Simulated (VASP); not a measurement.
# HfB2 (P6/mmm) in VASP: notebook, part 2 of 2

VASP 6.6.1. The steps go on from the part before.

**3. Single point, PBEsol**

This run uses another cell than the first one, of 9.71 Å³/atom, 1.032 times its volume.

INCAR

```
SYSTEM = HfB2
PREC = Accurate
ENCUT = 520
EDIFF = 1E-6
ISMEAR = 1
SIGMA = 0.1
LREAL = .False.
LASPH = .True.
NELM = 60
ALGO = Normal
ISIF = 2
LWAVE = .False.
LCHARG = .False.
GGA = PS
NBANDS = 15
```

KPOINTS

```
Automatic mesh
0
Gamma
  11 11 8
  0 0 0
```

POSCAR

```
HfB2
1.0
    3.1189255395      0.0000000000      0.0000000000
   -1.5594627698      2.7010687518      0.0000000000
    0.0000000000      0.0000000000      3.4566435916
Hf B
1 2
Direct
    0.0000000000      0.0000000000      0.0000000000
    0.3333333333      0.6666666667      0.5000000000
    0.6666666667      0.3333333333      0.5000000000
```

Potentials or basis: VASP PAW PBE potentials, release 64 (Hf_pv, B).

On the command line:

```sh
$ cat potpaw_PBE.64/Hf_pv/POTCAR potpaw_PBE.64/B/POTCAR > POTCAR
$ mpirun -np 1 vasp_std > vasp.out
```

OUTCAR:

```text
SYSTEM = HfB2
   PREC = Accurate
   ENCUT = 520
   EDIFF = 1E-6
   ISMEAR = 1
   LREAL = .False.
   LASPH = .True.
   NELM = 60
   ISIF = 2
   GGA = PS

 ion  position               nearest neighbor table
   1  0.000  0.000  0.000-   2 2.50   3 2.50   2 2.50   3 2.50   3 2.50   3 2.50   2 2.50   2 2.50
                             3 2.50   3 2.50   2 2.50   2 2.50
   2  0.333  0.667  0.500-   3 1.80   3 1.80   3 1.80   1 2.50   1 2.50   1 2.50   1 2.50   1 2.50
                             1 2.50
   3  0.667  0.333  0.500-   2 1.80   2 1.80   2 1.80   1 2.50   1 2.50   1 2.50   1 2.50   1 2.50
                             1 2.50

  LATTYP: Found a hexagonal cell.
 ALAT       =     3.1189255395
 C/A-ratio  =     1.1082802548

  Lattice vectors:

 A1 = (   3.1189255395,   0.0000000000,   0.0000000000)
 A2 = (  -1.5594627698,   2.7010687518,   0.0000000000)
 A3 = (   0.0000000000,   0.0000000000,   3.4566435916)

Analysis of symmetry for initial positions (statically):
=====================================================================
 Subroutine PRICEL returns:
 Original cell was already a primitive cell.

 Routine SETGRP: Setting up the symmetry group for a
 hexagonal supercell.

 Subroutine GETGRP returns: Found 24 space group operations
 (whereof 24 operations were pure point group operations)
 out of a pool of 24 trial point group operations.

The static configuration has the point symmetry D_6h.

Analysis of symmetry for dynamics (positions and initial velocities):
=====================================================================
 Subroutine PRICEL returns:
 Original cell was already a primitive cell.

 Routine SETGRP: Setting up the symmetry group for a
 hexagonal supercell.

 Subroutine GETGRP returns: Found 24 space group operations
 (whereof 24 operations were pure point group operations)
 out of a pool of 24 trial point group operations.

The dynamic configuration has the point symmetry D_6h.

 Subroutine INISYM returns: Found 24 space group operations
 (whereof 24 operations are pure point group operations),
 and found     1 'primitive' translations

----------------------------------------------------------------------------------------

                                     Primitive cell

  volume of cell :      29.1203

  direct lattice vectors                    reciprocal lattice vectors
     3.118925540  0.000000000  0.000000000     0.320623236  0.185111912  0.000000000
    -1.559462770  2.701068752  0.000000000     0.000000000  0.370223823  0.000000000
     0.000000000  0.000000000  3.456643592     0.000000000  0.000000000  0.289297978

  length of vectors
     3.118925540  3.118925541  3.456643592     0.370223823  0.370223823  0.289297978

  position of ions in fractional coordinates (direct lattice)
     0.000000000  0.000000000  0.000000000
     0.333333333  0.666666667  0.500000000
     0.666666667  0.333333333  0.500000000

  ion indices of the primitive-cell ions
   primitive index   ion index
                 1           1
                 2           2
                 3           3

----------------------------------------------------------------------------------------

 KPOINTS: Automatic mesh

Automatic generation of k-mesh.
 Grid dimensions read from file:
[... 44 lines left out ...]
  0.090909  0.090909  0.125000     12.000000
  0.181818  0.090909  0.125000     24.000000
 [... further k-points ...]
   k-points           NKPTS =     80   k-points in BZ     NKDIM =     80   number of bands    NBANDS=     15
   number of dos      NEDOS =    301   number of ions     NIONS =      3
   total plane-waves  NPLWV =  16128
   dimension x,y,z NGX =    24 NGY =   24 NGZ =   28
   dimension x,y,z NGXF=    48 NGYF=   48 NGZF=   56
   ions per type =               1   2
   NGX,Y,Z   is equivalent  to a cutoff of  12.79, 12.79, 13.47 a.u.
   NGXF,Y,Z  is equivalent  to a cutoff of  25.59, 25.59, 26.93 a.u.
 SYSTEM =  HfB2
   PREC   = accura    normal or accurate (medium, high low for compatibility)
   ISTART =      0    job   : 0-new  1-cont  2-samecut
   ICHARG =      2    charge: 1-file 2-atom 10-const
   ISPIN  =      1    spin polarized calculation?
   LNONCOLLINEAR =      F non collinear calculations
   LSORBIT =      F    spin-orbit coupling
   LASPH  =      T    aspherical Exc in radial PAW
   ENCUT  =  520.0 eV  38.22 Ry    6.18 a.u.   5.80  5.80  6.43*2*pi/ulx,y,z
   NELM   =     60;   NELMIN=  2; NELMDL= -5     # of ELM steps
   EDIFF  = 0.1E-05   stopping-criterion for ELM
   LREAL  =      F    real-space projection
   EDIFFG = 0.1E-04   stopping-criterion for IOM
   NSW    =      0    number of steps for IOM
   IBRION =     -1    ionic relax: 0-MD 1-quasi-New 2-CG
   NFREE  =      0    steps in history (QN), initial steepest desc. (CG)
   ISIF   =      2    stress and relaxation
   ISYM   =      2    0-nonsym 1-usesym 2-fastsym
   POTIM  = 0.5000    time-step for ionic-motion
   TEBEG  =    0.0;   TEEND  =   0.0 temperature during run
   PSTRESS=    0.0 pullay stress
   NELECT =      16.0000    total number of electrons
   NUPDOWN=      -1.0000    fix difference up-down
   EMIN   =  10.00;   EMAX   =-10.00  energy-range for DOS
   EFERMI =   0.00;   METHOD = LEGACY
   ISMEAR =     1;   SIGMA  =   0.10  broadening in eV -4-tet -1-fermi 0-gaus
   EFERMI_NEDOS =   21; number of points for ismear=-14 and -15
   IALGO  =     38    algorithm
   IMIX   =      4    mixing-type and parameters
     AMIX     =   0.40;   BMIX     =  1.00
     AMIX_MAG =   1.60;   BMIX_MAG =  1.00
  volume/ion in A,a.u.               =       9.71        65.50
  Fermi-wavevector in a.u.,A,eV,Ry     =   1.340859  2.533856 24.461949  1.797903
  Thomas-Fermi vector in A             =   2.469138
   LORBIT       =      0    0 simple, 1 ext, 2 COOP (PROOUT), +10 PAW based schemes
   GGA     = PS    functional components
   LHFCALC =     F    Hartree Fock is set to
   AEXX    =    0.0000 exact exchange contribution
   IVDW    =     0    specifies the selected vdW correction
   LEPSILON=     F    determine dielectric tensor
   LRPA    =     F    only Hartree local field effects (RPA)
 non-spin polarized calculation
 Methfessel and Paxton  Order N= 1 SIGMA  =   0.10
  energy-cutoff  :      520.00
  volume of cell :       29.12
 maximum number of plane-waves:       794
 NGX is ok and might be reduce to    24
   NGX = 11   NGY = 11   NGZ = 13

 number of electron      15.9999999 magnetization

 Free energy of the ion-electron system (eV)
  ---------------------------------------------------
  ext. energy  EPLUGINS =         0.00000000
  ---------------------------------------------------
  free energy    TOTEN  =       -27.86849553 eV

  energy without entropy =      -27.86871059  energy(sigma->0) =      -27.86856721

 E-fermi :   7.5089     XC(G=0): -12.7765

 val. band max:        7.4451404471   @ k =   0.0909   0.0909   0.2500
 cond. band min:       7.6794335844   @ k =   0.2727   0.1818   0.0000
 fundamental gap:      0.2342931373
 Fermi energy:         7.5088633969

 k-point     1 :       0.0000    0.0000    0.0000
  band No.  band energies     occupation
      1     -22.8061      2.00000
      2     -22.2724      2.00000
      3     -22.2724      2.00000
      4      -6.1286      2.00000
      5       4.6166      2.00000
      6       4.7806      2.00000
      7       4.7806      2.00000
      8       4.9673      2.00000
      9      11.8037      0.00000
     10      11.8037      0.00000
     11      12.4833      0.00000
     12      12.4833      0.00000
     13      12.7968      0.00000
     14      12.7968      0.00000
[... 401 lines left out ...]
      2     -22.6560      2.00000
      3     -22.3746      2.00000
      4      -4.7269      2.00000
      5       2.3941      2.00000
      6       3.4565      2.00000
      7       4.1950      2.00000
      8       6.3169      2.00000
      9       8.5571     -0.00000
     10      11.2311      0.00000
     11      12.0384      0.00000
     12      12.8523      0.00000
     13      14.1760      0.00000
     14      14.8985      0.00000
     15      16.5405      0.00000

 [... further k-points ...]
[... 5 lines left out ...]
  --------------------------------------------------------------------------------------
  -------------------------------------------------------------------------------------
  Total        0.2387318      0.2387318     -0.0850716     -0.0000000      0.0000000      0.0000000
  in kB       13.1348626     13.1348626     -4.6805822     -0.0000000      0.0000000      0.0000000
  external PRESSURE =       7.1963810 kB  Pullay stress =       0.0000000 kB

 VOLUME and BASIS-vectors are now :
 -----------------------------------------------------------------------------
  energy-cutoff  :      520.00
  volume of cell :       29.12
      direct lattice vectors                 reciprocal lattice vectors
     3.118925540  0.000000000  0.000000000     0.320623236  0.185111912  0.000000000
    -1.559462770  2.701068752  0.000000000     0.000000000  0.370223823  0.000000000
     0.000000000  0.000000000  3.456643592     0.000000000  0.000000000  0.289297978

 POSITION                                       TOTAL-FORCE (eV/Angst)
 -----------------------------------------------------------------------------------
      0.00000      0.00000      0.00000         0.000000      0.000000     -0.000000
     -0.00000      1.80071      1.72832         0.000000     -0.000000      0.000000
      1.55946      0.90036      1.72832        -0.000000     -0.000000     -0.000000
 -----------------------------------------------------------------------------------
    total drift:                               -0.000000      0.000000     -0.000000

  FREE ENERGIE OF THE ION-ELECTRON SYSTEM (eV)
  ---------------------------------------------------
  free  energy   TOTEN  =       -27.8684955290 eV

  energy  without entropy=      -27.8687105853  energy(sigma->0) =      -27.86856721
```

OSZICAR:

```text
N       E                     dE             d eps       ncg     rms          rms(c)
DAV:   1     0.270932209946E+02    0.27093E+02   -0.81371E+03  2400   0.102E+03
DAV:   2    -0.286255199092E+02   -0.55719E+02   -0.52465E+02  3191   0.222E+02
DAV:   3    -0.300987920072E+02   -0.14733E+01   -0.14664E+01  3121   0.265E+01
DAV:   4    -0.301046694389E+02   -0.58774E-02   -0.58761E-02  2834   0.202E+00
DAV:   5    -0.301047026603E+02   -0.33221E-04   -0.33220E-04  3163   0.135E-01    0.552E+01
DAV:   6    -0.279908444204E+02    0.21139E+01   -0.24941E+00  2869   0.116E+01    0.400E+01
DAV:   7    -0.279435690024E+02    0.47275E-01   -0.94113E-01  3030   0.715E+00    0.108E+01
DAV:   8    -0.278727039463E+02    0.70865E-01   -0.25861E-01  2785   0.387E+00    0.156E+00
DAV:   9    -0.278687010698E+02    0.40029E-02   -0.20282E-02  2736   0.115E+00    0.387E-01
DAV:  10    -0.278684912958E+02    0.20977E-03   -0.78196E-04  2995   0.238E-01    0.241E-01
DAV:  11    -0.278684976041E+02   -0.63084E-05   -0.55574E-05  2876   0.552E-02    0.994E-02
DAV:  12    -0.278684954790E+02    0.21251E-05   -0.32974E-06  2750   0.135E-02    0.948E-03
DAV:  13    -0.278684955290E+02   -0.49957E-07   -0.17945E-07  1424   0.351E-03
   1 F= -.27868496E+02 E0= -.27868567E+02  d E =0.215056E-03
```

stdout:

```text
POSCAR found type information on POSCAR HfB
 POSCAR found :  2 types and       3 ions
 scaLAPACK will be used
 -----------------------------------------------------------------------------
|                                                                             |
|                                                                             |
|     You enforced a specific xc type in the INCAR file but a different       |
|     I HOPE YOU KNOW WHAT YOU ARE DOING!                                     |
|                                                                             |
 -----------------------------------------------------------------------------

 LDA part: xc-table for (Slater+PW92), standard interpolation
 POSCAR, INCAR and KPOINTS ok, starting setup
 FFT: planning ... GRIDC
 FFT: planning ... GRID_SOFT
 FFT: planning ... GRID
 WAVECAR not read
 entering main loop
```

Wall time 34 s (1 thread of Intel Xeon 8259CL, shared host); peak memory 0.17 GiB.

What came out:

* Free energy: -27.8685 eV
* Pressure: 0.7 GPa
* Band gap on the k mesh: zero (band 8 reaches 8.28 eV, above the bottom of band 9 at 7.18 eV)

Stress tensor (GPa, compression positive):
```
 1.31  0.00  0.00
 0.00  1.31  0.00
 0.00  0.00 -0.47
```

Caveat: the PAW data sets were made with another functional, which shifts forces and pressure a little; spin-orbit coupling is left out, which moves the levels of the heavy elements.
